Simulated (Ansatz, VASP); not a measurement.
## Rh in VASP and in Ansatz

Contents of INCAR:

```
PREC = Accurate
ENCUT = 520
EDIFF = 1E-7
ISMEAR = 0
SIGMA = 0.05
LREAL = F
LASPH = T
NELM = 150
ALGO = Fast
ISIF = 2
LWAVE = F
LCHARG = F
MAGMOM = 0 0 0
LORBIT = 11
LSORBIT = T
GGA_COMPAT = F
LORBMOM = T
LMAXMIX = 4
GGA = PE
NBANDS = 26
```

The input KPOINTS:

```
Automatic mesh
0
Gamma
  18 18 18
```

File POSCAR:

```
Rh
1.0
    0.0000000000      1.9153397022      1.9153397022
    1.9153397022      0.0000000000      1.9153397022
    1.9153397022      1.9153397022      0.0000000000
Rh
1
Direct
    0.0000000000      0.0000000000      0.0000000000
```

Input for Ansatz:

```yaml
crystal:
  lattice:
    - [0.0, 1.9153397014, 1.9153397014]
    - [1.9153397014, 0.0, 1.9153397014]
    - [1.9153397014, 1.9153397014, 0.0]
  atoms:
    - { symbol: Rh, position: [0.0, 0.0, 0.0] }
basis:
  ecutwfc: 420
  ecutrho_ratio: 4
kpoints:
  mp_grid: { grid: [18, 18, 18] }
  band_path:
    path:
      - [[0.0, 0.0, 0.0], [0.5, 0.0, 0.5], [0.625, 0.25, 0.625]]
      - [[0.375, 0.375, 0.75], [0.0, 0.0, 0.0], [0.5, 0.5, 0.5], [0.5, 0.25, 0.75], [0.5, 0.0, 0.5]]
    npoints: 10
hamiltonian:
  xc: pbe
scf:
  occupations: { method: gaussian, width: 0.05 }
  n_extra_bands: 21
output:
  forces: true
  stress: true
  eigenvalues: true
  populations: true
  dos: { projected: true, de: 0.02, nscf_kmesh: { grid: [27, 27, 27] } }
  bader: false
magnetization:
  noncollinear: true
  spin_orbit: true
checkpoint:
  read: start.run
  write: ck
  compress: false
  write_wavefunctions: false
  write_every: 100000
```

Alike in both runs: task single point; functional PBE; k mesh 18 × 18 × 18; occupations gaussian, width 0.05 eV; non-collinear spin, spin-orbit coupling.

|  | VASP | Ansatz |
| --- | --- | --- |
| version | VASP 6.6.1 | Ansatz 0.2.0 |
| potentials or method | VASP PAW PBE potentials, release 64 (Rh_pv), cutoff 520 eV | plane waves, PAW |
| valence electrons in the cell | 15 | 17 |

```csv
,VASP,Ansatz,Ansatz less VASP
pressure (GPa),0.2,0.0,-0.15
```

With one functional, cell and mesh, what is left measures potentials, basis and numerics. VASP's potentials hold 15 valence electrons a cell and Ansatz's 17, so a difference there can come from the potentials and not from the codes.
